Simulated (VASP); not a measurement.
A run of VASP 6.6.1 is set up as follows.

File INCAR:

```
SYSTEM = AlGeSbH2
ALGO = Normal
EDIFF = 1E-6
ENCUT = 500
GGA = PE
GGA_COMPAT = .False.
ISIF = 2
ISMEAR = 0
LASPH = .True.
LCHARG = .False.
LREAL = .False.
LWAVE = .False.
NBANDS = 20
NELM = 120
PREC = Accurate
SIGMA = 0.15
```

KPOINTS

```
k-points
0
Gamma
  3 3 3
  0 0 0
```

File POSCAR:

```
AlGeSbH2
1.0
    2.1414098821      1.2363435719      5.0267301478
   -2.1414098821      1.2363435719      5.0267301478
    0.0000000000     -2.4726871438      5.0267301478
Al Ge Sb H
1 1 1 2
Direct
    0.6106074543      0.6106074543      0.6106074543
    0.3692285846      0.3692285846      0.3692285846
    0.1751437678      0.1751437678      0.1751437678
    0.7692857048      0.7692857048      0.7692857048
    0.8220735285      0.8220735285      0.8220735285
```

Potentials or basis: VASP PAW PBE potentials, release 64 (Al, Ge_d, Sb, H).

The run is started by

```bash
$ cat potpaw_PBE.64/Al/POTCAR potpaw_PBE.64/Ge_d/POTCAR potpaw_PBE.64/Sb/POTCAR potpaw_PBE.64/H/POTCAR > POTCAR
$ mpirun -np 1 vasp_std > vasp.out
```

Q: Estimate the largest force.

A: 0.039 eV/Å.

Q: Predict the pressure.

A: -0.1 GPa.

Forces on the atoms (eV/Å):
```
Al   0.000  0.000 -0.007
Ge   0.000  0.000  0.011
Sb   0.000  0.000 -0.014
H    0.000  0.000 -0.029
H    0.000  0.000  0.039
```

Caveat: the k points lie up to 0.58 Å⁻¹ apart, too coarse for converged energies and pressures of a metal.
